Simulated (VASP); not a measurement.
# FeBiO4 (F-43m) in VASP: single point with PBE

Aim: the single point of FeBiO4 with PBE.

All numbers are computed with VASP 6.6.1; they aren't measurements. Logs are shortened: lines on timing, memory, paths and dates and some standing lists are left out, and cuts for length are marked.

### Step 1. The cell of the first run

The structure is cubic, space group F-43m (No. 216). The conventional cell has a = 7.309 Å, b = 7.309 Å, c = 7.309 Å, α = 90.00°, β = 90.00°, γ = 90.00°. Within 2.2 Å of Fe (site symmetry -43m) lie 4 O at 1.64 Å. Within 4.0 Å of Bi (site symmetry -43m) lie 12 O at 3.02 Å and 6 Fe at 3.65 Å. O (site symmetry 3m) has 1 Fe at 1.64 Å within 2.2 Å.

### Step 2. Single point, PBE, collinear spin, ferromagnetic start

POSCAR

```
FeBiO4
1.0
    0.0000000000      3.6544706057      3.6544706057
    3.6544706057      0.0000000000      3.6544706057
    3.6544706057      3.6544706057      0.0000000000
Fe Bi O
1 1 4
Direct
    0.0000000000      0.0000000000      0.0000000000
    0.5000000000      0.5000000000      0.5000000000
    0.3879348241      0.8706883920      0.8706883920
    0.8706883920      0.8706883920      0.8706883920
    0.8706883920      0.8706883920      0.3879348241
    0.8706883920      0.3879348241      0.8706883920
```

INCAR.step1

```
SYSTEM = FeBiO4
PREC = Accurate
ENCUT = 520
EDIFF = 1E-6
ISMEAR = 0
SIGMA = 0.1
LREAL = .FALSE.
LASPH = .TRUE.
NELM = 150
ALGO = Fast
ISIF = 2
LWAVE = .FALSE.
LCHARG = .TRUE.
ISPIN = 2
MAGMOM = 0.65 0 0 0 0 0
LMAXMIX = 4
GGA = PE
NBANDS = 36
```

KPOINTS.step1

```
Automatic mesh
0
G
  10 10 10
  0 0 0
```

INCAR.step2

```
SYSTEM = FeBiO4
PREC = Accurate
ENCUT = 520
EDIFF = 1E-6
ISMEAR = -5
SIGMA = 0.1
LREAL = .FALSE.
LASPH = .TRUE.
NELM = 150
ALGO = Fast
ISIF = 2
LWAVE = .FALSE.
LCHARG = .FALSE.
ISPIN = 2
MAGMOM = 0.65 0 0 0 0 0
LORBIT = 11
LMAXMIX = 4
GGA = PE
NBANDS = 36
NEDOS = 1001
ICHARG = 11
```

KPOINTS.step2

```
Automatic mesh
0
G
  15 15 15
  0 0 0
```

Potentials or basis: VASP PAW PBE potentials, release 64 (Fe, Bi_d, O).

Command:

```bash
$ cat potpaw_PBE.64/Fe/POTCAR potpaw_PBE.64/Bi_d/POTCAR potpaw_PBE.64/O/POTCAR > POTCAR
$ cp INCAR.step1 INCAR
$ cp KPOINTS.step1 KPOINTS
$ mpirun -np 1 vasp_std > vasp.out
$ cp INCAR.step2 INCAR
$ cp KPOINTS.step2 KPOINTS
$ mpirun -np 1 vasp_std > vasp.out
```

OUTCAR:

```text
SYSTEM = FeBiO4
   PREC = Accurate
   ENCUT = 520
   EDIFF = 1E-6
   ISMEAR = -5
   LREAL = .FALSE.
   LASPH = .TRUE.
   NELM = 150
   ISIF = 2
   ISPIN = 2
   LORBIT = 11
   GGA = PE
   ICHARG = 11

 ion  position               nearest neighbor table
   1  0.000  0.000  0.000-   4 1.64   3 1.64   5 1.64   6 1.64
   2  0.500  0.500  0.500-
   3  0.388  0.871  0.871-   1 1.64
   4  0.871  0.871  0.871-   1 1.64
   5  0.871  0.871  0.388-   1 1.64
   6  0.871  0.388  0.871-   1 1.64

  LATTYP: Found a face centered cubic cell.
 ALAT       =     7.3089412114

  Lattice vectors:

 A1 = (   0.0000000000,   3.6544706057,   3.6544706057)
 A2 = (   3.6544706057,   0.0000000000,   3.6544706057)
 A3 = (   3.6544706057,   3.6544706057,   0.0000000000)

Analysis of symmetry for initial positions (statically):
=====================================================================
 Subroutine PRICEL returns:
 Original cell was already a primitive cell.

 Routine SETGRP: Setting up the symmetry group for a
 face centered cubic supercell.

 Subroutine GETGRP returns: Found 24 space group operations
 (whereof 24 operations were pure point group operations)
 out of a pool of 48 trial point group operations.

The static configuration has the point symmetry T_d .

Analysis of symmetry for dynamics (positions and initial velocities):
=====================================================================
 Subroutine PRICEL returns:
 Original cell was already a primitive cell.

 Routine SETGRP: Setting up the symmetry group for a
 face centered cubic supercell.

 Subroutine GETGRP returns: Found 24 space group operations
 (whereof 24 operations were pure point group operations)
 out of a pool of 48 trial point group operations.

The dynamic configuration has the point symmetry T_d .

Analysis of structural, dynamic, and magnetic symmetry:
=====================================================================
 Subroutine PRICEL returns:
 Original cell was already a primitive cell.

 Routine SETGRP: Setting up the symmetry group for a
 face centered cubic supercell.

 Subroutine GETGRP returns: Found 24 space group operations
 (whereof 24 operations were pure point group operations)
 out of a pool of 48 trial point group operations.

The overall configuration has the point symmetry T_d .

 Subroutine INISYM returns: Found 24 space group operations
 (whereof 24 operations are pure point group operations),
 and found     1 'primitive' translations

[... 143 lines left out ...]

 Free energy of the ion-electron system (eV)
  ---------------------------------------------------
  ext. energy  EPLUGINS =         0.00000000
  ---------------------------------------------------
  free energy    TOTEN  =       -34.66318664 eV

  energy without entropy =      -34.66318664  energy(sigma->0) =      -34.66318664

 E-fermi :   3.2059     XC(G=0):  -9.4014

 val. band max:        3.2155291797   @ k =  -0.4667   0.4000   0.0667
 cond. band min:       3.1944818891   @ k =  -0.2000   0.0667   0.0000
 fundamental gap:     -0.0210472905
 Fermi energy:         3.2058708370

 spin component 1

 k-point     1 :       0.0000    0.0000    0.0000
  band No.  band energies     occupation
      1     -20.9632      1.00000
      2     -20.9631      1.00000
      3     -20.9631      1.00000
      4     -20.9625      1.00000
      5     -20.9625      1.00000
      6     -16.0491      1.00000
[... 901 lines left out ...]
     34      12.7844      0.00000
     35      13.9741      0.00000

 [... further k-points ...]

 spin component 2

 k-point     1 :       0.0000    0.0000    0.0000
  band No.  band energies     occupation
      1     -20.9724      1.00000
      2     -20.9724      1.00000
      3     -20.9724      1.00000
      4     -20.9684      1.00000
      5     -20.9684      1.00000
      6     -15.9674      1.00000
[... 901 lines left out ...]
     34      12.7961      0.00000
     35      14.0007      0.00000

 [... further k-points ...]

 [bands above 35 left out]

------------------------ aborting loop because EDIFF is reached ----------------------------------------

  FORCE on cell =-STRESS in cart. coord.  units (eV):
  Direction    XX          YY          ZZ          XY          YZ          ZX
  --------------------------------------------------------------------------------------
  -------------------------------------------------------------------------------------
  Total        0.9653016      0.9653016      0.9653016      0.0000000      0.0000000      0.0000000
  in kB       15.8441952     15.8441952     15.8441952      0.0000000      0.0000000      0.0000000
  external PRESSURE =      15.8441952 kB  Pullay stress =       0.0000000 kB

 VOLUME and BASIS-vectors are now :
 -----------------------------------------------------------------------------
  energy-cutoff  :      520.00
  volume of cell :       97.61
      direct lattice vectors                 reciprocal lattice vectors
     0.000000000  3.654470606  3.654470606    -0.136818723  0.136818723  0.136818723
     3.654470606  0.000000000  3.654470606     0.136818723 -0.136818723  0.136818723
     3.654470606  3.654470606  0.000000000     0.136818723  0.136818723 -0.136818723

 POSITION                                       TOTAL-FORCE (eV/Angst)
 -----------------------------------------------------------------------------------
      0.00000      0.00000      0.00000         0.000000      0.000000      0.000000
      3.65447      3.65447      3.65447         0.000000      0.000000      0.000000
      6.36381      4.59960      4.59960        -0.291404      0.291404      0.291404
      6.36381      6.36381      6.36381        -0.291404     -0.291404     -0.291404
      4.59960      4.59960      6.36381         0.291404      0.291404     -0.291404
      4.59960      6.36381      4.59960         0.291404     -0.291404      0.291404
 -----------------------------------------------------------------------------------
    total drift:                                0.004373      0.004373      0.004373

  FREE ENERGIE OF THE ION-ELECTRON SYSTEM (eV)
  ---------------------------------------------------
  free  energy   TOTEN  =       -34.6631866391 eV

  energy  without entropy=      -34.6631866391  energy(sigma->0) =      -34.66318664

 total charge

# of ion       s       p       d       tot
------------------------------------------
    1        0.709   1.066   6.662   8.437
    2        1.624   0.789   9.918  12.330
    3        1.609   3.289   0.000   4.898
    4        1.609   3.289   0.000   4.898
    5        1.609   3.289   0.000   4.898
    6        1.609   3.289   0.000   4.898
--------------------------------------------------
tot          8.767  15.013  16.580  40.360

 magnetization (x)

# of ion       s       p       d       tot
------------------------------------------
    1        0.000  -0.005   0.640   0.635
    2        0.002  -0.031   0.001  -0.029
    3        0.000   0.048   0.000   0.048
    4        0.000   0.048   0.000   0.048
    5        0.000   0.048   0.000   0.048
    6        0.000   0.048   0.000   0.048
--------------------------------------------------
tot          0.003   0.155   0.640   0.798
```

OSZICAR.step1:

```text
N       E                     dE             d eps       ncg     rms          rms(c)
DAV:   1     0.542804607337E+03    0.54280E+03   -0.22410E+04  6784   0.144E+03
DAV:   2     0.343947387752E+02   -0.50841E+03   -0.45650E+03  7216   0.405E+02
DAV:   3    -0.458731460960E+02   -0.80268E+02   -0.76366E+02  7440   0.170E+02
[... 11 lines left out ...]
RMM:  15    -0.346718321366E+02    0.43909E-03   -0.95943E-04  8510   0.196E-01    0.147E-01
RMM:  16    -0.346718343960E+02   -0.22594E-05   -0.29411E-04  8741   0.809E-02    0.523E-02
RMM:  17    -0.346718417329E+02   -0.73370E-05   -0.54359E-05  9353   0.505E-02    0.189E-02
RMM:  18    -0.346718616612E+02   -0.19928E-04   -0.34173E-05  8303   0.368E-02    0.150E-02
RMM:  19    -0.346718619938E+02   -0.33259E-06   -0.82726E-06  7822   0.180E-02
   1 F= -.34671862E+02 E0= -.34663119E+02  d E =-.174852E-01  mag=     0.8420
```

Run time: 40 min. Hardware: 1 thread of Oxide Virtual Turin-like, shared host; peak memory 0.7 GiB.

Results:

```
Net moment                                            : 0.84 μB per cell
Site moments                                          : Fe +0.64; Bi -0.03; O +0.05 μB
Valence electrons inside the program's atomic spheres : Fe 8.44; Bi 12.33; O 4.90
```

Caveat: spin-orbit coupling is left out, which moves the levels of the heavy elements; a cell with one magnetic atom can't hold antiferromagnetic order, which such compounds often take; semilocal functionals often make such compounds metallic where correlation or magnetic order opens a gap, which also shifts bond lengths.
